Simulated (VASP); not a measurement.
Set up this calculation in VASP 6.6.1, as the native input.

* Task: single point
* Functional: PBE
* Potentials or basis: VASP PAW PBE potentials, release 64 (K_sv, F)
* Cutoff: 520 eV
* k mesh: 12 × 12 × 12
* Occupations: gaussian, width 0.1 eV
* Spin: no spin polarisation
* Dipole correction: no
* Further INCAR settings: ALGO = Normal; EDIFF = 1e-07; NBANDS = 20

The structure of K2F lies in POSCAR:

```
K2F
1.0
    5.6690981560      0.0000000000      0.0000000000
   -2.8345490780      4.9095830196      0.0000000000
    0.0000000000      0.0000000000      3.9309299549
K F
2 1
Direct
    0.3333333333      0.6666666667      0.5000000000
    0.6666666667      0.3333333333      0.5000000000
    0.0000000000      0.0000000000      0.0000000000
```

One way to write it, as run:

INCAR

```
  ALGO = Normal
  EDIFF = 1E-7
  ENCUT = 520
  GGA = PE
  ISIF = 2
  ISMEAR = 0
  LASPH = T
  LCHARG = F
  LREAL = F
  LWAVE = F
  NBANDS = 20
  NELM = 100
  PREC = Accurate
  SIGMA = 0.1
```

KPOINTS

```
k-points
0
Gamma
  12 12 12
```

Potentials or basis: VASP PAW PBE potentials, release 64 (K_sv, F).

Command:

```bash
$ cat potpaw_PBE.64/K_sv/POTCAR potpaw_PBE.64/F/POTCAR > POTCAR
$ mpirun -np 1 vasp_std > vasp.out
```

Results of the run:

- Pressure: -0.1 GPa
- Band gap on the k mesh: zero (an odd number of electrons rules out a gap without spin polarisation)

Caveat: an odd number of electrons without spin polarisation forces a metal; a magnetic or distorted state may lie lower.

It took 4.5 min on 1 thread of Intel(R) Xeon(R) Platinum 8259CL CPU @ 2.50GHz (Skylake/Cascade Lake), on a shared host, peak memory 0.39 GiB.
